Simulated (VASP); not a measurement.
Wanted: the native input for a VASP 6.6.1 run.

| Item | Value |
| --- | --- |
| Task | single point |
| Functional | PBE |
| Potentials or basis | VASP PAW PBE potentials, release 64 (Cr_pv) |
| Cutoff | 520 eV |
| k mesh | 24 × 24 × 24 |
| Occupations | gaussian, width 0.15 eV |
| Spin | no spin polarisation |
| Dipole correction | no |
| Further INCAR settings | ALGO = Fast; EDIFF = 1e-06; NBANDS = 12 |

The structure of Cr lies in POSCAR:

```
Cr
1.0
   -1.5573060000      1.5573060000      1.4419500000
    1.5573060000     -1.5573060000      1.4419500000
    1.5573060000      1.5573060000     -1.4419500000
Cr
1
Direct
    0.0000000000      0.0000000000      0.0000000000
```

This cell differs from its parent crystal: strain +0.080 along x and y, +0.000 along z.

One way to write it, as run:

INCAR

```
PREC = Accurate ; ENCUT = 520
EDIFF = 1E-6 ; ISMEAR = 0
SIGMA = 0.15 ; LREAL = F
LASPH = T ; NELM = 60
ALGO = Fast ; ISIF = 2
LWAVE = F ; LCHARG = F
GGA = PE ; NBANDS = 12
```

KPOINTS

```
regular mesh
0
Gamma
  24 24 24
```

Potentials or basis: VASP PAW PBE potentials, release 64 (Cr_pv).

Run with:

```console
$ cat potpaw_PBE.64/Cr_pv/POTCAR > POTCAR
$ mpirun -np 1 vasp_std > vasp.out
```

It gave:

| Item | Value |
| --- | --- |
| Pressure | -32.1 GPa |
| Band gap on the k mesh | zero (band 6 reaches 10.29 eV, above the bottom of band 7 at 7.85 eV) |

Caveat: the cell differs from its parent crystal (strain +0.080 along x and y, +0.000 along z); the run has no spin polarisation, though such a crystal can be magnetic.

Wall time 65 s on 1 thread of Intel(R) Xeon(R) Platinum 8559C (Emerald Rapids), on a shared host, peak memory 0.27 GiB.
